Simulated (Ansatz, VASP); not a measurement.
## Ta2N in VASP and in Ansatz

```
Ta N
1.0
     3.06184    0.00000    0.00000
    -1.53092    2.65163    0.00000
     0.00000    0.00000    4.45206
Ta N
2 1
Direct
  0.66667 0.33333 0.74669
  0.33333 0.66667 0.25331
  0.00000 0.00000 0.00000
```

Change from the starting cell: engineering shear strain xy +0.0000, normal strain along z -0.0700.

Alike in both runs: task single point; functional LDA; k mesh 15 × 15 × 8; occupations gaussian, width 0.15 eV; no spin polarisation.

```csv
,VASP,Ansatz
version,VASP 6.6.1,Ansatz 0.2.0
potentials or method,"VASP PAW LDA potentials, release 64 (Ta_sv_GW, N), cutoff 700 eV","scalar-relativistic, plane waves, PAW"
valence electrons in the cell,31,31
```

Ansatz gave:

| Quantity | Value |
| --- | --- |
| gap on the k mesh at the Fermi level (eV) | none |
| pressure (GPa) | 27.4 |
| traceless stress, the component that is largest in VASP (GPa) | 14.42 |
| rms of the force components (eV/Å) | 0.045 |

**Question.** What did VASP give for the same quantities?

**Answer.** gap on the k mesh at the Fermi level (eV): none; pressure (GPa): 28.6; traceless stress, the component that is largest in VASP (GPa): 14.27; rms of the force components (eV/Å): 0.019.

Ansatz warns that its potentials were made for another functional, while VASP's fit it. LDA's correlation is that of Perdew and Zunger in VASP and of Perdew and Wang (1992) in Ansatz. Atom by atom the forces differ by 0.027 eV/Å (rms over components). A gap of «none» marks a metal or a gap that the smearing closes.

Neither program's run includes spin-orbit coupling.
